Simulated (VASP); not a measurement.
# TaN (P-6m2) in VASP: a series of runs, part 2 of 2

VASP 6.6.1. The steps go on from the part before.

## (5) Electric field gradients, PBE

This run uses another cell than the first one, of 10.78 Å³/atom.

The input, INCAR:

```
SYSTEM = TaN
ALGO = Normal ; EDIFF = 1E-8
ENCUT = 520 ; GGA = PE
ISIF = 2 ; ISMEAR = -1
LASPH = .TRUE. ; LCHARG = .FALSE.
LEFG = .TRUE. ; LREAL = .FALSE.
LWAVE = .FALSE. ; NBANDS = 15
NELM = 100 ; PREC = Accurate
SIGMA = 0.02
```

The input, KPOINTS:

```
k-points
0
G
  12 12 10
  0 0 0
```

The input, POSCAR:

```
TaN
1.0
    2.9379988584      0.0000000000      0.0000000000
   -1.4689994292      2.5443816477      0.0000000000
    0.0000000000      0.0000000000      2.8830000000
Ta N
1 1
Direct
    0.3333333333      0.6666666667      0.5000000000
    0.0000000000      0.0000000000      0.0000000000
```

Potentials or basis: VASP PAW PBE potentials, release 64 (Ta_pv, N).

Launch:

```sh
$ cat potpaw_PBE.64/Ta_pv/POTCAR potpaw_PBE.64/N/POTCAR > POTCAR
$ mpirun -np 1 vasp_std > vasp.out
```

OUTCAR:

```text
SYSTEM = TaN
   EDIFF = 1E-8
   ENCUT = 520
   GGA = PE
   ISIF = 2
   ISMEAR = -1
   LASPH = .TRUE.
   LREAL = .FALSE.
   NELM = 100
   PREC = Accurate

 ion  position               nearest neighbor table
   1  0.333  0.667  0.500-   2 2.23   2 2.23   2 2.23   2 2.23   2 2.23   2 2.23
   2  0.000  0.000  0.000-   1 2.23   1 2.23   1 2.23   1 2.23   1 2.23   1 2.23

  LATTYP: Found a hexagonal cell.
 ALAT       =     2.9379988584
 C/A-ratio  =     0.9812801635

  Lattice vectors:

 A1 = (   2.9379988584,   0.0000000000,   0.0000000000)
 A2 = (  -1.4689994292,   2.5443816477,   0.0000000000)
 A3 = (   0.0000000000,   0.0000000000,   2.8830000000)

Analysis of symmetry for initial positions (statically):
=====================================================================
 Subroutine PRICEL returns:
 Original cell was already a primitive cell.

 Routine SETGRP: Setting up the symmetry group for a
 hexagonal supercell.
[... 621 lines left out ...]
  volume of cell :       21.55
      direct lattice vectors                 reciprocal lattice vectors
     2.937998858  0.000000000  0.000000000     0.340367729  0.196511400  0.000000000
    -1.468999429  2.544381648  0.000000000     0.000000000  0.393022800  0.000000000
     0.000000000  0.000000000  2.883000000     0.000000000  0.000000000  0.346860909

 POSITION                                       TOTAL-FORCE (eV/Angst)
 -----------------------------------------------------------------------------------
     -0.00000      1.69625      1.44150         0.000000     -0.000000      0.000000
      0.00000      0.00000      0.00000        -0.000000      0.000000      0.000000
 -----------------------------------------------------------------------------------
    total drift:                                0.000000     -0.000000     -0.000000

  FREE ENERGIE OF THE ION-ELECTRON SYSTEM (eV)
  ---------------------------------------------------
  free  energy   TOTEN  =       -22.4406326785 eV

  energy  without entropy=      -22.4405439468  energy(sigma->0) =      -22.44058831

 Electric field gradients (V/A^2)
---------------------------------------------------------------------
 ion       V_xx      V_yy      V_zz      V_xy      V_xz      V_yz
---------------------------------------------------------------------
   1      -9.916    -9.916    19.832     0.000     0.000    -0.000
   2      -0.318    -0.317     0.635     0.001    -0.000     0.000
---------------------------------------------------------------------

 Electric field gradients after diagonalization (V/A^2)
 (convention: |V_zz| > |V_xx| > |V_yy|)
----------------------------------------------------------------------
 ion       V_xx      V_yy      V_zz     asymmetry (V_yy - V_xx)/ V_zz
----------------------------------------------------------------------
   1      -9.917    -9.916    19.832       0.000
   2      -0.319    -0.317     0.635       0.004
----------------------------------------------------------------------

           NMR quadrupolar parameters

 Cq : quadrupolar parameter    Cq=e*Q*V_zz/h
 eta: asymmetry parameters     (V_yy - V_xx)/ V_zz
 Q  : nuclear electric quadrupole moment in mb (millibarn)
----------------------------------------------------------------------
 ion       Cq(MHz)       eta       Q (mb)
----------------------------------------------------------------------
   1       0.048       0.000       1.000
   2       0.002       0.004       1.000
----------------------------------------------------------------------
```

Run time: 21 s. Hardware: 1 thread of Intel Xeon Platinum 8259CL at 2.50GHz (Skylake/Cascade Lake), shared host; peak memory 0.17 GiB.

What came out:

```yaml
Free_energy: -22.4406 eV
Pressure: 5.4 GPa
Band_gap_on_the_k_mesh: zero (bands 8 and 9 overlap by 0.50 eV)
Largest_electric_field_gradient_by_atom: Ta +19.8; N +0.6 V/Å²
```

Electric field gradients, principal values (V/Å²):
```
atom   least  middle  greatest (by size)
1 Ta  -9.916  -9.917              19.832
 2 N  -0.317  -0.319               0.635
```

Caveat: the cell stands under pressure; without QUAD_EFG the Cq values of the log hold for a quadrupole moment of 1 mb, not for the nuclei; spin-orbit coupling is left out, which moves the levels of the heavy elements.

## (6) Electric field gradients, revPBE

This run uses another cell than the first one, of 10.78 Å³/atom.

The input, INCAR:

```
PREC = Accurate ; ENCUT = 520
EDIFF = 1E-8 ; ISMEAR = -1
SIGMA = 0.02 ; LREAL = F
LASPH = T ; NELM = 60
ALGO = Normal ; ISIF = 2
LWAVE = F ; LCHARG = F
GGA = RE ; LEFG = T
NBANDS = 15
```

The input, KPOINTS:

```
regular mesh
0
Gamma
  12 12 10
```

POSCAR is that of step 5.

Potentials or basis: VASP PAW PBE potentials, release 64 (Ta_pv, N).

Launch:

```sh
$ cat potpaw_PBE.64/Ta_pv/POTCAR potpaw_PBE.64/N/POTCAR > POTCAR
$ mpirun -np 1 vasp_std > vasp.out
```

OUTCAR:

```text
PREC = Accurate
   ENCUT = 520
   EDIFF = 1E-8
   ISMEAR = -1
   LREAL = F
   LASPH = T
   NELM = 60
   ISIF = 2
   GGA = RE

 ion  position               nearest neighbor table
   1  0.333  0.667  0.500-   2 2.23   2 2.23   2 2.23   2 2.23   2 2.23   2 2.23
   2  0.000  0.000  0.000-   1 2.23   1 2.23   1 2.23   1 2.23   1 2.23   1 2.23

  LATTYP: Found a hexagonal cell.
 ALAT       =     2.9379988584
 C/A-ratio  =     0.9812801635

  Lattice vectors:

 A1 = (   2.9379988584,   0.0000000000,   0.0000000000)
 A2 = (  -1.4689994292,   2.5443816477,   0.0000000000)
 A3 = (   0.0000000000,   0.0000000000,   2.8830000000)

Analysis of symmetry for initial positions (statically):
=====================================================================
 Subroutine PRICEL returns:
 Original cell was already a primitive cell.

 Routine SETGRP: Setting up the symmetry group for a
 hexagonal supercell.

 Subroutine GETGRP returns: Found 12 space group operations
 (whereof 12 operations were pure point group operations)
 out of a pool of 24 trial point group operations.

The static configuration has the point symmetry D_3h.

Analysis of symmetry for dynamics (positions and initial velocities):
=====================================================================
 Subroutine PRICEL returns:
 Original cell was already a primitive cell.

 Routine SETGRP: Setting up the symmetry group for a
 hexagonal supercell.

 Subroutine GETGRP returns: Found 12 space group operations
 (whereof 12 operations were pure point group operations)
 out of a pool of 24 trial point group operations.

The dynamic configuration has the point symmetry D_3h.

 Subroutine INISYM returns: Found 12 space group operations
 (whereof 12 operations are pure point group operations),
 and found     1 'primitive' translations

----------------------------------------------------------------------------------------

                                     Primitive cell

  volume of cell :      21.5516

  direct lattice vectors                    reciprocal lattice vectors
     2.937998858  0.000000000  0.000000000     0.340367729  0.196511400  0.000000000
    -1.468999429  2.544381648  0.000000000     0.000000000  0.393022800  0.000000000
     0.000000000  0.000000000  2.883000000     0.000000000  0.000000000  0.346860909

  length of vectors
     2.937998858  2.937998858  2.883000000     0.393022800  0.393022800  0.346860909

  position of ions in fractional coordinates (direct lattice)
     0.333333333  0.666666667  0.500000000
     0.000000000  0.000000000  0.000000000

  ion indices of the primitive-cell ions
   primitive index   ion index
                 1           1
                 2           2

----------------------------------------------------------------------------------------

 KPOINTS: regular mesh

Automatic generation of k-mesh.
 Grid dimensions read from file:
 generate k-points for:   12   12   10

 Generating k-lattice:

[... 79 lines left out ...]
   IMIX   =      4    mixing-type and parameters
     AMIX     =   0.40;   BMIX     =  1.00
     AMIX_MAG =   1.60;   BMIX_MAG =  1.00
  volume/ion in A,a.u.               =      10.78        72.72
  Fermi-wavevector in a.u.,A,eV,Ry     =   1.482366  2.801265 29.897546  2.197408
  Thomas-Fermi vector in A             =   2.596161
   LORBIT       =      0    0 simple, 1 ext, 2 COOP (PROOUT), +10 PAW based schemes
   GGA     = RE    functional components
   LHFCALC =     F    Hartree Fock is set to
   AEXX    =    0.0000 exact exchange contribution
   IVDW    =     0    specifies the selected vdW correction
   LEPSILON=     F    determine dielectric tensor
   LRPA    =     F    only Hartree local field effects (RPA)
 non-spin polarized calculation
  energy-cutoff  :      520.00
  volume of cell :       21.55
 maximum number of plane-waves:       599
 NGX is ok and might be reduce to    24
   NGX = 11   NGY = 11   NGZ = 11

 number of electron      16.0000001 magnetization

 Free energy of the ion-electron system (eV)
  ---------------------------------------------------
  ext. energy  EPLUGINS =         0.00000000
  ---------------------------------------------------
  free energy    TOTEN  =       -21.58277416 eV

  energy without entropy =      -21.58268904  energy(sigma->0) =      -21.58273160

 E-fermi :   8.4389     XC(G=0): -13.2973

 val. band max:        8.3411367044   @ k =   0.0000   0.0000   0.4000
 cond. band min:       8.4536551746   @ k =   0.3333   0.3333   0.0000
 fundamental gap:      0.1125184702
 Fermi energy:         8.4389097773

 k-point     1 :       0.0000    0.0000    0.0000
  band No.  band energies     occupation
      1     -26.5437      2.00000
      2     -26.2801      2.00000
      3     -26.2801      2.00000
      4      -9.5013      2.00000
      5       3.7648      2.00000
      6       3.7648      2.00000
      7       4.1226      2.00000
      8       5.3999      2.00000
      9      10.5269      0.00000
     10      11.9250      0.00000
     11      11.9250      0.00000
     12      12.3500      0.00000
     13      12.3500      0.00000
     14      21.4514      0.00000
[... 401 lines left out ...]
      2     -26.5208      2.00000
      3     -26.4461      2.00000
      4      -7.7777      2.00000
      5       0.7776      2.00000
      6       3.3038      2.00000
      7       4.6627      2.00000
      8       5.6249      2.00000
      9      10.9859      0.00000
     10      11.3303      0.00000
     11      12.8961      0.00000
     12      13.3550      0.00000
     13      15.4243      0.00000
     14      21.5072      0.00000
     15      21.7479      0.00000

 [... further k-points ...]

------------------------ aborting loop because EDIFF is reached ----------------------------------------

  FORCE on cell =-STRESS in cart. coord.  units (eV):
  Direction    XX          YY          ZZ          XY          YZ          ZX
  --------------------------------------------------------------------------------------
  -------------------------------------------------------------------------------------
  Total        1.1042413      1.1042413      1.3461090      0.0000000      0.0000000      0.0000000
  in kB       82.0910932     82.0910932    100.0719322      0.0000000      0.0000000      0.0000000
  external PRESSURE =      88.0847062 kB  Pullay stress =       0.0000000 kB

 VOLUME and BASIS-vectors are now :
 -----------------------------------------------------------------------------
  energy-cutoff  :      520.00
  volume of cell :       21.55
      direct lattice vectors                 reciprocal lattice vectors
     2.937998858  0.000000000  0.000000000     0.340367729  0.196511400  0.000000000
    -1.468999429  2.544381648  0.000000000     0.000000000  0.393022800  0.000000000
     0.000000000  0.000000000  2.883000000     0.000000000  0.000000000  0.346860909

 POSITION                                       TOTAL-FORCE (eV/Angst)
 -----------------------------------------------------------------------------------
     -0.00000      1.69625      1.44150        -0.000000     -0.000000      0.000000
      0.00000      0.00000      0.00000         0.000000      0.000000      0.000000
 -----------------------------------------------------------------------------------
    total drift:                                0.000000     -0.000000     -0.000000

  FREE ENERGIE OF THE ION-ELECTRON SYSTEM (eV)
  ---------------------------------------------------
  free  energy   TOTEN  =       -21.5827741587 eV

  energy  without entropy=      -21.5826890440  energy(sigma->0) =      -21.58273160

 Electric field gradients (V/A^2)
---------------------------------------------------------------------
 ion       V_xx      V_yy      V_zz      V_xy      V_xz      V_yz
---------------------------------------------------------------------
   1      -9.688    -9.688    19.377     0.000     0.000    -0.000
   2      -0.408    -0.407     0.814     0.001    -0.000     0.000
---------------------------------------------------------------------

 Electric field gradients after diagonalization (V/A^2)
 (convention: |V_zz| > |V_xx| > |V_yy|)
----------------------------------------------------------------------
 ion       V_xx      V_yy      V_zz     asymmetry (V_yy - V_xx)/ V_zz
----------------------------------------------------------------------
   1      -9.689    -9.688    19.377       0.000
   2      -0.408    -0.406     0.814       0.003
----------------------------------------------------------------------

           NMR quadrupolar parameters

 Cq : quadrupolar parameter    Cq=e*Q*V_zz/h
 eta: asymmetry parameters     (V_yy - V_xx)/ V_zz
 Q  : nuclear electric quadrupole moment in mb (millibarn)
----------------------------------------------------------------------
 ion       Cq(MHz)       eta       Q (mb)
----------------------------------------------------------------------
   1       0.047       0.000       1.000
   2       0.002       0.003       1.000
----------------------------------------------------------------------
```

OSZICAR:

```text
N       E                     dE             d eps       ncg     rms          rms(c)
DAV:   1     0.910443852096E+02    0.91044E+02   -0.88524E+03  3420   0.113E+03
DAV:   2    -0.212517626356E+02   -0.11230E+03   -0.10566E+03  4134   0.306E+02
DAV:   3    -0.240612608918E+02   -0.28095E+01   -0.27963E+01  3896   0.450E+01
DAV:   4    -0.240731959819E+02   -0.11935E-01   -0.11932E-01  4477   0.316E+00
DAV:   5    -0.240732710030E+02   -0.75021E-04   -0.75001E-04  3973   0.234E-01    0.234E+01
DAV:   6    -0.216490426485E+02    0.24242E+01   -0.39444E+00  4400   0.235E+01    0.984E+00
DAV:   7    -0.216071508139E+02    0.41892E-01   -0.59857E-01  3749   0.608E+00    0.691E+00
DAV:   8    -0.215916966099E+02    0.15454E-01   -0.15313E-01  4190   0.337E+00    0.170E+00
DAV:   9    -0.215827016992E+02    0.89949E-02   -0.17290E-02  3854   0.112E+00    0.177E-01
DAV:  10    -0.215828505960E+02   -0.14890E-03   -0.13277E-03  4197   0.399E-01    0.102E-01
DAV:  11    -0.215827748649E+02    0.75731E-04   -0.95566E-05  4036   0.101E-01    0.166E-02
DAV:  12    -0.215827742975E+02    0.56741E-06   -0.13810E-05  3973   0.330E-02    0.400E-03
DAV:  13    -0.215827742628E+02    0.34637E-07   -0.16177E-07  4022   0.372E-03    0.344E-03
DAV:  14    -0.215827741568E+02    0.10604E-06   -0.41751E-08  4176   0.176E-03    0.244E-04
DAV:  15    -0.215827741587E+02   -0.19511E-08   -0.15338E-09  1829   0.371E-04
   1 F= -.21582774E+02 E0= -.21582732E+02  d E =-.851147E-04
```

Wall time 21 s (1 thread of Intel Xeon Platinum 8259CL at 2.50GHz (Skylake/Cascade Lake), shared host); peak memory 0.17 GiB.

What came out:

```yaml
Free_energy: -21.5828 eV
Pressure: 8.8 GPa
Band_gap_on_the_k_mesh: zero (bands 8 and 9 overlap by 0.51 eV)
Largest_electric_field_gradient_by_atom: Ta +19.4; N +0.8 V/Å²
```

Stress tensor (GPa, compression positive):
```
 8.21  0.00  0.00
 0.00  8.21  0.00
 0.00  0.00 10.01
```

Levels at points of the mesh, in eV from the Fermi level:
| k point | band 6 | band 7 | band 8 | band 9 | band 10 | band 11 |
| --- | --- | --- | --- | --- | --- | --- |
| (0.00, 0.00, 0.00) | -4.67 | -4.32 | -3.04 | 2.09 | 3.49 | 3.49 |
| (0.50, 0.00, 0.00) | -5.30 | -3.58 | -3.30 | 2.92 | 3.91 | 5.13 |
| (0.00, 0.00, 0.50) | -3.86 | -3.86 | -0.19 | -0.19 | 2.29 | 3.24 |
| (0.50, 0.00, 0.50) | -6.30 | -5.79 | -0.48 | 4.05 | 5.25 | 5.93 |

Electric field gradients, principal values (V/Å²):
| atom | least | middle | greatest (by size) |
| --- | --- | --- | --- |
| 1 Ta | -9.688 | -9.689 | 19.377 |
| 2 N | -0.406 | -0.408 | 0.814 |

Caveat: the cell stands under pressure; without QUAD_EFG the Cq values of the log hold for a quadrupole moment of 1 mb, not for the nuclei; the PAW data sets were made with another functional, which shifts forces and pressure a little; spin-orbit coupling is left out, which moves the levels of the heavy elements.

## (7) Summary

```csv
level,potentials or basis,cell,gap on the mesh (eV),pressure (GPa)
PBE,"VASP PAW PBE potentials, release 64 (Ta_pv, N)","a = 2.909, b = 2.909, c = 2.883 Å, angles 90.0, 90.0, 120.0°, 2 atoms",none,12.7
LDA,"VASP PAW LDA potentials, release 64 (Ta_pv, N)","a = 2.898, b = 2.898, c = 2.844 Å, angles 90.0, 90.0, 120.0°, 2 atoms",none,5.3
PBE,"VASP PAW PBE potentials, release 64 (Ta_pv, N)","a = 2.938, b = 2.938, c = 2.883 Å, angles 90.0, 90.0, 120.0°, 2 atoms",none,5.4
revPBE,"VASP PAW PBE potentials, release 64 (Ta_pv, N)","a = 2.938, b = 2.938, c = 2.883 Å, angles 90.0, 90.0, 120.0°, 2 atoms",none,8.8
```

Alike in all rows: task electric field gradients; no spin polarisation; k mesh 12 × 12 × 10; cutoff (eV) 520; smearing fermi-dirac 0.02 eV.

Caveats: the cell stands under pressure; spin-orbit coupling is left out, which moves the levels of the heavy elements; the PAW data sets were made with another functional, which shifts forces and pressure a little (at least some runs).

Absolute energies hang on the potentials; compare differences alone.

The gap in the log of VASP goes by the Fermi energy; the results here count the filled bands.